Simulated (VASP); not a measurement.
# GaP (F-43m) in VASP: a series of runs

The runs below take GaP through relaxation of the atoms, single point, with PBE.

Everything below comes from runs of VASP 6.6.1. Logs are shortened: lines on timing, memory, paths and dates and some standing lists are left out, and cuts for length are marked.

## (1) The cell of the first run

The structure is cubic, space group F-43m (No. 216). The conventional cell has a = 5.557 Å, b = 5.557 Å, c = 5.557 Å, α = 90.00°, β = 90.00°, γ = 90.00°. Ga (site symmetry -43m) has 4 P at 2.41 Å within 3.2 Å. P (site symmetry -43m) has 4 Ga at 2.41 Å within 3.2 Å.

## (2) Relaxation of the atoms, PBE (volume scaled by 1.06)

Input file INCAR:

```
ALGO = Normal
EDIFF = 1E-6
EDIFFG = -0.02
ENCUT = 520
GGA = PE
IBRION = 2
ISIF = 2
ISMEAR = -1
LASPH = T
LCHARG = F
LREAL = F
LWAVE = F
NELM = 60
NSW = 80
PREC = Accurate
SIGMA = 0.02
```

Input file KPOINTS:

```
k-points
0
Gamma
  14 14 14
```

Input file POSCAR:

```
GaP
1.0
    0.0000000000      2.7786998443      2.7786998443
    2.7786998443      0.0000000000      2.7786998443
    2.7786998443      2.7786998443      0.0000000000
Ga P
1 1
Direct
    0.0000000000      0.0000000000      0.0000000000
    0.2500000000      0.2500000000      0.2500000000
```

Potentials or basis: VASP PAW PBE potentials, release 64 (Ga_d, P).

Command:

```sh
$ cat potpaw_PBE.64/Ga_d/POTCAR potpaw_PBE.64/P/POTCAR > POTCAR
$ mpirun -np 1 vasp_std > vasp.out
```

OUTCAR:

```text
EDIFF = 1E-6
   EDIFFG = -0.02
   ENCUT = 520
   GGA = PE
   IBRION = 2
   ISIF = 2
   ISMEAR = -1
   LASPH = T
   LREAL = F
   NELM = 60
   NSW = 80
   PREC = Accurate

 ion  position               nearest neighbor table
   1  0.000  0.000  0.000-   2 2.41   2 2.41   2 2.41   2 2.41
   2  0.250  0.250  0.250-   1 2.41   1 2.41   1 2.41   1 2.41

  LATTYP: Found a face centered cubic cell.
 ALAT       =     5.5573996886

  Lattice vectors:

 A1 = (   0.0000000000,   2.7786998443,   2.7786998443)
 A2 = (   2.7786998443,   0.0000000000,   2.7786998443)
 A3 = (   2.7786998443,   2.7786998443,   0.0000000000)

Analysis of symmetry for initial positions (statically):
=====================================================================
 Subroutine PRICEL returns:
 Original cell was already a primitive cell.

 Routine SETGRP: Setting up the symmetry group for a
 face centered cubic supercell.

 Subroutine GETGRP returns: Found 24 space group operations
 (whereof 24 operations were pure point group operations)
 out of a pool of 48 trial point group operations.

The static configuration has the point symmetry T_d .

Analysis of symmetry for dynamics (positions and initial velocities):
=====================================================================
 Subroutine PRICEL returns:
 Original cell was already a primitive cell.

 Routine SETGRP: Setting up the symmetry group for a
 face centered cubic supercell.

 Subroutine GETGRP returns: Found 24 space group operations
 (whereof 24 operations were pure point group operations)
 out of a pool of 48 trial point group operations.

The dynamic configuration has the point symmetry T_d .

 Subroutine INISYM returns: Found 24 space group operations
 (whereof 24 operations are pure point group operations),
 and found     1 'primitive' translations

----------------------------------------------------------------------------------------

                                     Primitive cell

  volume of cell :      42.9096

  direct lattice vectors                    reciprocal lattice vectors
     0.000000000  2.778699844  2.778699844    -0.179940270  0.179940270  0.179940270
     2.778699844  0.000000000  2.778699844     0.179940270 -0.179940270  0.179940270
     2.778699844  2.778699844  0.000000000     0.179940270  0.179940270 -0.179940270

  length of vectors
     3.929675006  3.929675006  3.929675006     0.311665690  0.311665690  0.311665690

  position of ions in fractional coordinates (direct lattice)
     0.000000000  0.000000000  0.000000000
     0.250000000  0.250000000  0.250000000

  ion indices of the primitive-cell ions
   primitive index   ion index
                 1           1
                 2           2

----------------------------------------------------------------------------------------

 KPOINTS: k-points

Automatic generation of k-mesh.
 Grid dimensions read from file:
 generate k-points for:   14   14   14

 Generating k-lattice:

  Cartesian coordinates                     Fractional coordinates (reciprocal lattice)
    -0.012852876  0.012852876  0.012852876     0.071428571  0.000000000  0.000000000
     0.012852876 -0.012852876  0.012852876     0.000000000  0.071428571  0.000000000
     0.012852876  0.012852876 -0.012852876     0.000000000  0.000000000  0.071428571

  Length of vectors
     0.022261835  0.022261835  0.022261835

  Shift w.r.t. Gamma in fractional coordinates (k-lattice)
     0.000000000  0.000000000  0.000000000

 Subroutine IBZKPT returns following result:
 ===========================================

 Found    104 irreducible k-points:

 Following reciprocal coordinates:
            Coordinates               Weight
  0.000000  0.000000  0.000000      1.000000
  0.071429  0.000000  0.000000      8.000000
  0.142857  0.000000  0.000000      8.000000
  0.214286  0.000000  0.000000      8.000000
  0.285714  0.000000  0.000000      8.000000
  0.357143  0.000000  0.000000      8.000000
[... 16 lines left out ...]
  0.214286  0.142857  0.000000     24.000000
  0.285714  0.142857  0.000000     24.000000
 [... further k-points ...]
   k-points           NKPTS =    104   k-points in BZ     NKDIM =    104   number of bands    NBANDS=     13
   number of dos      NEDOS =    301   number of ions     NIONS =      2
   total plane-waves  NPLWV =  27000
   dimension x,y,z NGX =    30 NGY =   30 NGZ =   30
   dimension x,y,z NGXF=    60 NGYF=   60 NGZF=   60
   ions per type =               1   1
   NGX,Y,Z   is equivalent  to a cutoff of  12.69, 12.69, 12.69 a.u.
   NGXF,Y,Z  is equivalent  to a cutoff of  25.38, 25.38, 25.38 a.u.
 SYSTEM =  unknown system
   PREC   = accura    normal or accurate (medium, high low for compatibility)
   ISTART =      0    job   : 0-new  1-cont  2-samecut
   ICHARG =      2    charge: 1-file 2-atom 10-const
   ISPIN  =      1    spin polarized calculation?
   LNONCOLLINEAR =      F non collinear calculations
   LSORBIT =      F    spin-orbit coupling
   LASPH  =      T    aspherical Exc in radial PAW
   ENCUT  =  520.0 eV  38.22 Ry    6.18 a.u.   7.31  7.31  7.31*2*pi/ulx,y,z
   NELM   =     60;   NELMIN=  2; NELMDL= -5     # of ELM steps
   EDIFF  = 0.1E-05   stopping-criterion for ELM
   LREAL  =      F    real-space projection
   EDIFFG = -.2E-01   stopping-criterion for IOM
   NSW    =     80    number of steps for IOM
   IBRION =      2    ionic relax: 0-MD 1-quasi-New 2-CG
   NFREE  =      1    steps in history (QN), initial steepest desc. (CG)
   ISIF   =      2    stress and relaxation
   ISYM   =      2    0-nonsym 1-usesym 2-fastsym
   POTIM  = 0.5000    time-step for ionic-motion
   TEBEG  =    0.0;   TEEND  =   0.0 temperature during run
   PSTRESS=    0.0 pullay stress
   NELECT =      18.0000    total number of electrons
   NUPDOWN=      -1.0000    fix difference up-down
   EMIN   =  10.00;   EMAX   =-10.00  energy-range for DOS
   EFERMI =   0.00;   METHOD = LEGACY
   ISMEAR =    -1;   SIGMA  =   0.02  broadening in eV -4-tet -1-fermi 0-gaus
   EFERMI_NEDOS =   21; number of points for ismear=-14 and -15
   IALGO  =     38    algorithm
   IMIX   =      4    mixing-type and parameters
     AMIX     =   0.40;   BMIX     =  1.00
     AMIX_MAG =   1.60;   BMIX_MAG =  1.00
  volume/ion in A,a.u.               =      21.45       144.78
  Fermi-wavevector in a.u.,A,eV,Ry     =   1.225502  2.315863 20.433980  1.501855
  Thomas-Fermi vector in A             =   2.360538
   LORBIT       =      0    0 simple, 1 ext, 2 COOP (PROOUT), +10 PAW based schemes
   GGA     = PE    functional components
   LHFCALC =     F    Hartree Fock is set to
   AEXX    =    0.0000 exact exchange contribution
   IVDW    =     0    specifies the selected vdW correction
   LEPSILON=     F    determine dielectric tensor
   LRPA    =     F    only Hartree local field effects (RPA)
 conjugate gradient relaxation of ions
 non-spin polarized calculation
  energy-cutoff  :      520.00
  volume of cell :       42.91
 maximum number of plane-waves:      1185
 NGX is ok and might be reduce to    30
   NGX = 15   NGY = 15   NGZ = 15

 number of electron      18.0000013 magnetization

 Free energy of the ion-electron system (eV)
  ---------------------------------------------------
  ext. energy  EPLUGINS =         0.00000000
  ---------------------------------------------------
  free energy    TOTEN  =        -9.12059564 eV

  energy without entropy =       -9.12059564  energy(sigma->0) =       -9.12059564

 E-fermi :   4.4335     XC(G=0):  -9.5707

 val. band max:        4.0742745755   @ k =   0.0000   0.0000   0.0000
 cond. band min:       5.4245555519   @ k =   0.0000   0.0000   0.0000
 fundamental gap:      1.3502809763
 Fermi energy:         4.4335169566

 k-point     1 :       0.0000    0.0000    0.0000
  band No.  band energies     occupation
      1     -10.3882      2.00000
      2     -10.3882      2.00000
      3     -10.3882      2.00000
      4     -10.3051      2.00000
      5     -10.3051      2.00000
      6      -7.9943      2.00000
      7       4.0743      2.00000
      8       4.0743      2.00000
      9       4.0743      2.00000
     10       5.4246      0.00000
     11       7.9743      0.00000
     12       7.9743      0.00000
     13       7.9743      0.00000

 k-point     2 :       0.0714    0.0000    0.0000
  band No.  band energies     occupation
      1     -10.3917      2.00000
      2     -10.3869      2.00000
      3     -10.3869      2.00000
      4     -10.3051      2.00000
      5     -10.3051      2.00000
      6      -7.9327      2.00000
      7       3.3397      2.00000
      8       3.9996      2.00000
      9       3.9996      2.00000
     10       5.9085      0.00000
     11       8.0756      0.00000
     12       8.0917      0.00000
     13       8.0917      0.00000

 k-point     3 :       0.1429    0.0000    0.0000
  band No.  band energies     occupation
      1     -10.4014      2.00000
      2     -10.3833      2.00000
      3     -10.3833      2.00000
      4     -10.3050      2.00000
      5     -10.3050      2.00000
      6      -7.7509      2.00000
      7       2.1381      2.00000
      8       3.8113      2.00000
      9       3.8113      2.00000
     10       6.2269      0.00000
     11       8.3790      0.00000
     12       8.3790      0.00000
     13       8.6158      0.00000

 k-point     4 :       0.2143    0.0000    0.0000
  band No.  band energies     occupation
      1     -10.4147      2.00000
      2     -10.3785      2.00000
      3     -10.3785      2.00000
      4     -10.3045      2.00000
      5     -10.3045      2.00000
      6      -7.4589      2.00000
      7       0.9098      2.00000
      8       3.5793      2.00000
      9       3.5793      2.00000
     10       6.1283      0.00000
     11       8.6809      0.00000
     12       8.6809      0.00000
     13       9.5862      0.00000

 k-point     5 :       0.2857    0.0000    0.0000
  band No.  band energies     occupation
      1     -10.4288      2.00000
      2     -10.3739      2.00000
      3     -10.3739      2.00000
      4     -10.3033      2.00000
      5     -10.3033      2.00000
      6      -7.0780      2.00000
      7      -0.2410      2.00000
      8       3.3598      2.00000
      9       3.3598      2.00000
     10       5.9185      0.00000
     11       8.8503      0.00000
     12       8.8503      0.00000
     13      10.6869      0.00000
[... 257 lines left out ...]
 k-point    22 :       0.1429    0.1429    0.0000
  band No.  band energies     occupation
      1     -10.4103      2.00000
      2     -10.3785      2.00000
      3     -10.3785      2.00000
      4     -10.3093      2.00000
      5     -10.3017      2.00000
      6      -7.6696      2.00000
      7       2.1777      2.00000
      8       3.3476      2.00000
      9       3.3476      2.00000
     10       6.8628      0.00000
     11       7.4834      0.00000
     12       9.0739      0.00000
     13       9.0739      0.00000

 k-point    23 :       0.2143    0.1429    0.0000
  band No.  band energies     occupation
      1     -10.4208      2.00000
      2     -10.3741      2.00000
      3     -10.3734      2.00000
      4     -10.3112      2.00000
      5     -10.3002      2.00000
      6      -7.4536      2.00000
      7       1.3652      2.00000
      8       3.0772      2.00000
      9       3.0903      2.00000
     10       6.8712      0.00000
     11       7.6556      0.00000
     12       9.5224      0.00000
     13       9.5544      0.00000

 k-point    24 :       0.2857    0.1429    0.0000
  band No.  band energies     occupation
      1     -10.4320      2.00000
      2     -10.3703      2.00000
      3     -10.3683      2.00000
      4     -10.3120      2.00000
      5     -10.2987      2.00000
      6      -7.1353      2.00000
      7       0.3621      2.00000
      8       2.7776      2.00000
      9       2.8545      2.00000
     10       6.8634      0.00000
     11       7.9702      0.00000
     12       9.7748      0.00000
     13       9.8262      0.00000

 [... further k-points ...]
[... 5 lines left out ...]
  --------------------------------------------------------------------------------------
  -------------------------------------------------------------------------------------
  Total       -0.5479070     -0.5479070     -0.5479070      0.0000000     -0.0000000      0.0000000
  in kB      -20.4579705    -20.4579705    -20.4579705      0.0000000     -0.0000000      0.0000000
  external PRESSURE =     -20.4579705 kB  Pullay stress =       0.0000000 kB

 VOLUME and BASIS-vectors are now :
 -----------------------------------------------------------------------------
  energy-cutoff  :      520.00
  volume of cell :       42.91
      direct lattice vectors                 reciprocal lattice vectors
     0.000000000  2.778699844  2.778699844    -0.179940270  0.179940270  0.179940270
     2.778699844  0.000000000  2.778699844     0.179940270 -0.179940270  0.179940270
     2.778699844  2.778699844  0.000000000     0.179940270  0.179940270 -0.179940270

 POSITION                                       TOTAL-FORCE (eV/Angst)
 -----------------------------------------------------------------------------------
      0.00000      0.00000      0.00000         0.000000      0.000000      0.000000
      1.38935      1.38935      1.38935        -0.000000     -0.000000     -0.000000
 -----------------------------------------------------------------------------------
    total drift:                                0.000002      0.000002      0.000002

  FREE ENERGIE OF THE ION-ELECTRON SYSTEM (eV)
  ---------------------------------------------------
  free  energy   TOTEN  =        -9.1205956386 eV

  energy  without entropy=       -9.1205956386  energy(sigma->0) =       -9.12059564

 reached required accuracy - stopping structural energy minimisation
```

Wall time 91 s (1 thread of Intel Xeon 8259CL, shared host); peak memory 0.21 GiB.

What came out:

* Free energy: -9.1206 eV
* Pressure after relaxing: -2.0 GPa
* Band gap on the k mesh: 1.35 eV, direct

Final structure:
```
CELL_PARAMETERS angstrom
0.00000 2.77870 2.77870
2.77870 0.00000 2.77870
2.77870 2.77870 0.00000
ATOMIC_POSITIONS crystal
Ga 0.00000 0.00000 0.00000
P 0.25000 0.25000 0.25000
```

Caveat: the relaxation stopped at its first step, so nothing moved. A k mesh can miss the band edges.

## (3) Single point, PBE (volume scaled by 0.94, then relaxed in part)

Input file INCAR:

```
PREC     = Accurate       # precision mode
ENCUT    = 520            # plane-wave cutoff, eV
EDIFF    = 1E-6           # SCF threshold, eV
ISMEAR   = -1             # smearing method
SIGMA    = 0.02           # smearing width, eV
LREAL    = False          # projectors in reciprocal space
LASPH    = True           # aspherical terms in the spheres
NELM     = 60             # most SCF steps
ALGO     = Normal         # electronic algorithm
ISIF     = 2              # what is computed and relaxed
LWAVE    = False          # write WAVECAR
LCHARG   = True           # write CHGCAR
GGA      = PE             # functional
LELF     = True           # ELF
LVHAR    = True         
NBANDS   = 16             # bands
```

Input file KPOINTS:

```
Automatic mesh
0
Gamma
  14 14 14
```

Input file POSCAR:

```
GaP
1.0
    0.0000000000      2.6696170428      2.6696170428
    2.6696170428      0.0000000000      2.6696170428
    2.6696170428      2.6696170428      0.0000000000
Ga P
1 1
Direct
    0.0000000000      0.0000000000      0.0000000000
    0.2500000000      0.2500000000      0.2500000000
```

Potentials or basis: VASP PAW PBE potentials, release 64 (Ga_d, P).

Command:

```sh
$ cat potpaw_PBE.64/Ga_d/POTCAR potpaw_PBE.64/P/POTCAR > POTCAR
$ mpirun -np 1 vasp_std > vasp.out
```

OUTCAR:

```text
PREC = Accurate
   ENCUT = 520
   EDIFF = 1E-6
   ISMEAR = -1
   LREAL = False
   LASPH = True
   NELM = 60
   ISIF = 2
   GGA = PE

 ion  position               nearest neighbor table
   1  0.000  0.000  0.000-   2 2.31   2 2.31   2 2.31   2 2.31
   2  0.250  0.250  0.250-   1 2.31   1 2.31   1 2.31   1 2.31

  LATTYP: Found a face centered cubic cell.
 ALAT       =     5.3392340856

  Lattice vectors:

 A1 = (   0.0000000000,   2.6696170428,   2.6696170428)
 A2 = (   2.6696170428,   0.0000000000,   2.6696170428)
 A3 = (   2.6696170428,   2.6696170428,   0.0000000000)

Analysis of symmetry for initial positions (statically):
=====================================================================
 Subroutine PRICEL returns:
 Original cell was already a primitive cell.

 Routine SETGRP: Setting up the symmetry group for a
 face centered cubic supercell.

 Subroutine GETGRP returns: Found 24 space group operations
 (whereof 24 operations were pure point group operations)
 out of a pool of 48 trial point group operations.

The static configuration has the point symmetry T_d .
[... 153 lines left out ...]
  ---------------------------------------------------
  ext. energy  EPLUGINS =         0.00000000
  ---------------------------------------------------
  free energy    TOTEN  =        -9.03645280 eV

  energy without entropy =       -9.03645280  energy(sigma->0) =       -9.03645280

 E-fermi :   5.6845     XC(G=0): -10.1185

 val. band max:        5.3048096500   @ k =   0.0000   0.0000   0.0000
 cond. band min:       6.7800012544   @ k =   0.4286   0.4286   0.0000
 fundamental gap:      1.4751916044
 Fermi energy:         5.6845259839

 k-point     1 :       0.0000    0.0000    0.0000
  band No.  band energies     occupation
      1      -9.3642      2.00000
      2      -9.3642      2.00000
      3      -9.3642      2.00000
      4      -9.2440      2.00000
      5      -9.2440      2.00000
      6      -7.6704      2.00000
[... 433 lines left out ...]
      3      -9.3347      2.00000
      4      -9.2555      2.00000
      5      -9.2344      2.00000
      6      -6.6631      2.00000
[... 8 lines left out ...]
     15      15.6879      0.00000
     16      16.9512      0.00000

 [... further k-points ...]
[... 5 lines left out ...]
  --------------------------------------------------------------------------------------
  -------------------------------------------------------------------------------------
  Total        2.0417798      2.0417798      2.0417798     -0.0000000     -0.0000000     -0.0000000
  in kB       85.9691435     85.9691435     85.9691435     -0.0000000     -0.0000000     -0.0000000
  external PRESSURE =      85.9691435 kB  Pullay stress =       0.0000000 kB

 VOLUME and BASIS-vectors are now :
 -----------------------------------------------------------------------------
  energy-cutoff  :      520.00
  volume of cell :       38.05
      direct lattice vectors                 reciprocal lattice vectors
     0.000000000  2.669617043  2.669617043    -0.187292781  0.187292781  0.187292781
     2.669617043  0.000000000  2.669617043     0.187292781 -0.187292781  0.187292781
     2.669617043  2.669617043  0.000000000     0.187292781  0.187292781 -0.187292781

 POSITION                                       TOTAL-FORCE (eV/Angst)
 -----------------------------------------------------------------------------------
      0.00000      0.00000      0.00000        -0.000000     -0.000000     -0.000000
      1.33481      1.33481      1.33481         0.000000      0.000000      0.000000
 -----------------------------------------------------------------------------------
    total drift:                                0.000002      0.000002      0.000002

  FREE ENERGIE OF THE ION-ELECTRON SYSTEM (eV)
  ---------------------------------------------------
  free  energy   TOTEN  =        -9.0364527997 eV

  energy  without entropy=       -9.0364527997  energy(sigma->0) =       -9.03645280
```

Run time: 22 s. Hardware: 1 thread of Intel Xeon 6975P-C (Granite Rapids), shared host; peak memory 0.2 GiB.

What came out:

| Item | Value |
| --- | --- |
| Free energy | -9.0365 eV |
| Pressure | 8.6 GPa |
| Band gap on the k mesh | 1.48 eV, indirect (least direct gap 2.35 eV) |

(Part 1 of 2 ends here.)
